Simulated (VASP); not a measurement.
A run of VASP 6.6.1:

INCAR

```
SYSTEM = Rh
PREC = Accurate ; ENCUT = 600
EDIFF = 1E-6 ; ISMEAR = 0
SIGMA = 0.1 ; LREAL = .FALSE.
LASPH = .TRUE. ; NELM = 80
ALGO = Normal ; ISIF = 3
LWAVE = .FALSE. ; LCHARG = .FALSE.
GGA = CA ; IBRION = 2
NSW = 100 ; EDIFFG = -0.005
```

Contents of KPOINTS:

```
regular mesh
0
G
  20 20 20
  0 0 0
```

Contents of POSCAR:

```
Rh
1.0
    0.0000000000      1.8787596527      1.8787596527
    1.8787596527      0.0000000000      1.8787596527
    1.8787596527      1.8787596527      0.0000000000
Rh
1
Direct
    0.0000000000      0.0000000000      0.0000000000
```

Potentials or basis: VASP PAW LDA potentials, release 64 (Rh_pv).

Command:

```console
$ cat potpaw_LDA.64/Rh_pv/POTCAR > POTCAR
$ mpirun -np 1 vasp_std > vasp.out
```

Hardware: 1 thread of AMD EPYC 9R45 96-Core Processor (Zen 5), on a shared host.

Q: Estimate the wall time of this run.

A: Run time: 42 s on 1 thread of AMD EPYC 9R45 96-Core Processor (Zen 5), on a shared host, peak memory 0.14 GiB. Counts: scf iterations 21, k points 256, ion steps 3.
